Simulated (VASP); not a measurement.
Wanted: the native input for a VASP 6.6.1 run.

- Task: relaxation of cell and atoms
- Functional: PBE
- Potentials or basis: VASP PAW PBE potentials, release 64 (Si, Ir, Pt)
- Cutoff: 600 eV
- k mesh: 12 × 12 × 4
- Occupations: gaussian, width 0.1 eV
- Spin: no spin polarisation
- Dipole correction: no
- Further INCAR settings: ALGO = Normal; EDIFF = 1e-06; IBRION = 2; EDIFFG = -0.01; NSW = 100; ISIF = 3

The structure of Si4IrPt lies in POSCAR:

```
Si4IrPt
1.0
    4.3897002251      0.0000000000      0.0000000000
   -2.1948501125      3.8015919099      0.0000000000
    0.0000000000      0.0000000000      9.1912111686
Si Ir Pt
4 1 1
Direct
    0.0000000000      0.0000000000      0.7594722724
    0.0000000000      0.0000000000      0.2405277276
    0.3333333333      0.6666666667      0.5000000000
    0.6666666667      0.3333333333      0.5000000000
    0.0000000000      0.0000000000      0.5000000000
    0.0000000000      0.0000000000      0.0000000000
```

The cell was generated, and may not be a known phase.

These files were run (other wordings do the same):

INCAR

```
SYSTEM = Si4IrPt
ALGO = Normal
EDIFF = 1E-6
EDIFFG = -0.01
ENCUT = 600
GGA = PE
IBRION = 2
ISIF = 3
ISMEAR = 0
LASPH = .TRUE.
LCHARG = .FALSE.
LREAL = .FALSE.
LWAVE = .FALSE.
NELM = 100
NSW = 100
PREC = Accurate
SIGMA = 0.1
```

KPOINTS

```
k-points
0
G
  12 12 4
  0 0 0
```

Potentials or basis: VASP PAW PBE potentials, release 64 (Si, Ir, Pt).

Launch:

```sh
$ cat potpaw_PBE.64/Si/POTCAR potpaw_PBE.64/Ir/POTCAR potpaw_PBE.64/Pt/POTCAR > POTCAR
$ mpirun -np 1 vasp_std > vasp.out
```

Results of the run:

```yaml
Relaxed_volume: 25.25 Å³/atom
Relaxed_cell: a = 4.353 Å, b = 4.353 Å, c = 9.233 Å, α = 90.00°, β = 90.00°, γ = 120.00°
Space_group_after_relaxing_to_0.1_Å: P6/mmm (No. 191)
Energy_gained_by_relaxing: 1.9 meV/atom
Ionic_steps: 7
Pressure_after_relaxing: 0.0 GPa
Largest_force_after_relaxing: 0.006 eV/Å
Band_gap_on_the_k_mesh: zero (an odd number of electrons rules out a gap without spin polarisation)
```

Caveat: spin-orbit coupling is left out, which moves the levels of the heavy elements.

Wall time 8.3 min on 1 thread of Intel(R) Xeon(R) Platinum 8559C (Emerald Rapids), with other jobs on the host, peak memory 0.5 GiB.
